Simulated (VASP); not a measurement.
Wanted: the native input for a VASP 6.6.1 run.

```
Task                               : single point
Functional                         : HSE06
Potentials or basis                : VASP PAW PBE potentials, release 64 (Zn, S)
Cutoff                             : 520 eV
k mesh                             : 6 × 6 × 6
Occupations                        : gaussian, width 0.01 eV
Spin                               : no spin polarisation
Dipole correction                  : no
Grid for exact exchange (PRECFOCK) : Normal
Further INCAR settings             : ALGO = Normal; EDIFF = 1e-06; NBANDS = 16
Screening parameter                : 0.2079 1/Å
```

The system is ZnS.

```
Zn S
1.0
     0.00000    2.61326    2.61326
     2.61326    0.00000    2.61326
     2.61326    2.61326    0.00000
Zn S
1 1
Cartesian
  0.0000 0.0000 0.0000
  1.3066 1.3066 1.3066
```

This cell differs from its parent crystal: strain -3.0%.

One way to write it, as run:

POSCAR

```
ZnS
1.0
    0.0000000000      2.6132632584      2.6132632584
    2.6132632584      0.0000000000      2.6132632584
    2.6132632584      2.6132632584      0.0000000000
Zn S
1 1
Direct
    0.0000000000      0.0000000000      0.0000000000
    0.2500000000      0.2500000000      0.2500000000
```

INCAR.step1

```
ALGO     = Normal         # electronic algorithm
EDIFF    = 1E-5           # SCF threshold, eV
ENCUT    = 520            # plane-wave cutoff, eV
GGA      = PE             # functional
ISIF     = 2              # what is computed and relaxed
ISMEAR   = 0              # smearing method
LASPH    = True           # aspherical terms in the spheres
LCHARG   = False          # write CHGCAR
LREAL    = False          # projectors in reciprocal space
LWAVE    = True           # write WAVECAR
NBANDS   = 16             # bands
NELM     = 60             # most SCF steps
PREC     = Accurate       # precision mode
SIGMA    = 0.01           # smearing width, eV
```

INCAR.step2

```
ALGO     = Normal         # electronic algorithm
EDIFF    = 1E-6           # SCF threshold, eV
ENCUT    = 520            # plane-wave cutoff, eV
GGA      = PE             # functional
HFSCREEN = 0.2079         # screening, 1/A
ISIF     = 2              # what is computed and relaxed
ISMEAR   = 0              # smearing method
ISTART   = 1            
LASPH    = True           # aspherical terms in the spheres
LCHARG   = False          # write CHGCAR
LHFCALC  = True           # exact exchange
LREAL    = False          # projectors in reciprocal space
LWAVE    = False          # write WAVECAR
NBANDS   = 16             # bands
NELM     = 60             # most SCF steps
PREC     = Accurate       # precision mode
PRECFOCK = Normal       
SIGMA    = 0.01           # smearing width, eV
```

KPOINTS

```
k-points
0
Gamma
  6 6 6
```

Potentials or basis: VASP PAW PBE potentials, release 64 (Zn, S).

Launch:

```sh
$ cat potpaw_PBE.64/Zn/POTCAR potpaw_PBE.64/S/POTCAR > POTCAR
$ cp INCAR.step1 INCAR
$ mpirun -np 1 vasp_std > vasp.out
$ cp INCAR.step2 INCAR
$ mpirun -np 1 vasp_std > vasp.out
```

It gave:

```yaml
Pressure: 10.7 GPa
Band_gap_on_the_k_mesh: 3.81 eV, direct
```

Caveat: the cell differs from its parent crystal (strain -3.0%); the PAW data sets were made with another functional, which shifts forces and pressure a little.

Wall time 51 min on 1 thread of Intel(R) Xeon(R) Platinum 8488C (Sapphire Rapids) (shared host), peak memory 0.27 GiB.
